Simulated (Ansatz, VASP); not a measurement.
# La3GePd3: VASP beside Ansatz

File INCAR:

```
SYSTEM = La3GePd3
  PREC = Accurate
  ENCUT = 520
  EDIFF = 1E-6
  ISMEAR = 0
  SIGMA = 0.0294
  LREAL = .FALSE.
  LASPH = .TRUE.
  NELM = 60
  ALGO = Normal
  ISIF = 2
  LWAVE = .FALSE.
  LCHARG = .FALSE.
  GGA = PE
  NBANDS = 48
```

The input KPOINTS:

```
regular mesh
0
G
  3 3 3
  0 0 0
```

Contents of POSCAR:

```
La3GePd3
1.0
    5.6013830000      0.0000000000      0.0000000000
    0.0000000000      5.6013830000      0.0000000000
    0.0000000000      0.0000000000      5.6013830000
La Pd Ge
3 3 1
Direct
    0.5000000000      0.5000000000      0.0000000000
    0.0000000000      0.5000000000      0.5000000000
    0.5000000000      0.0000000000      0.5000000000
    0.5000000000      0.0000000000      0.0000000000
    0.0000000000      0.5000000000      0.0000000000
    0.0000000000      0.0000000000      0.5000000000
    0.5000000000      0.5000000000      0.5000000000
```

Input for Ansatz:

```yaml
crystal:
  lattice:
    - [5.601383, 0.0, 0.0]
    - [0.0, 5.601383, 0.0]
    - [0.0, 0.0, 5.601383]
  atoms:
    - { symbol: La, position: [0.5, 0.5, 0.0] }
    - { symbol: La, position: [0.0, 0.5, 0.5] }
    - { symbol: La, position: [0.5, 0.0, 0.5] }
    - { symbol: Pd, position: [0.5, 0.0, 0.0] }
    - { symbol: Pd, position: [0.0, 0.5, 0.0] }
    - { symbol: Pd, position: [0.0, 0.0, 0.5] }
    - { symbol: Ge, position: [0.5, 0.5, 0.5] }
  symmetry: { tolerance: 0.0003 }
kpoints:
  mp_grid: { grid: [3, 3, 3], shift: [0, 0, 0] }
magnetization:
  spin_polarized: false
scf:
  occupations: { method: gaussian, width: 0.0294 }
hamiltonian:
  pseudopotentials: { kind: paw }
  xc: pbe
basis:
  ecutwfc: 420
output:
  forces: true
  stress: true
  eigenvalues: true
```

Alike in both runs: task single point; functional PBE; k mesh 3 × 3 × 3; occupations gaussian, width 0.0294 eV; no spin polarisation.

|  | VASP | Ansatz |
| --- | --- | --- |
| version | VASP 6.6.1 | Ansatz 0.2.0 |
| potentials or method | VASP PAW PBE potentials, release 64 (La, Pd, Ge_d), cutoff 520 eV | PAW plane waves |
| valence electrons in the cell | 77 | 101 |

```csv
,VASP,Ansatz,Ansatz less VASP
gap on the k mesh at the Fermi level (eV),none,none,-
pressure (GPa),12.9,12.8,-0.13
```

A gap of «none» marks a metal or a gap that the smearing closes. The functional is the same, so the differences come from potentials, cutoffs and numerics. VASP's potentials hold 77 valence electrons a cell and Ansatz's 101, so a difference there can come from the potentials and not from the codes.

The k mesh is coarse, so the values compare programs but aren't converged. Spin-orbit coupling is off throughout.
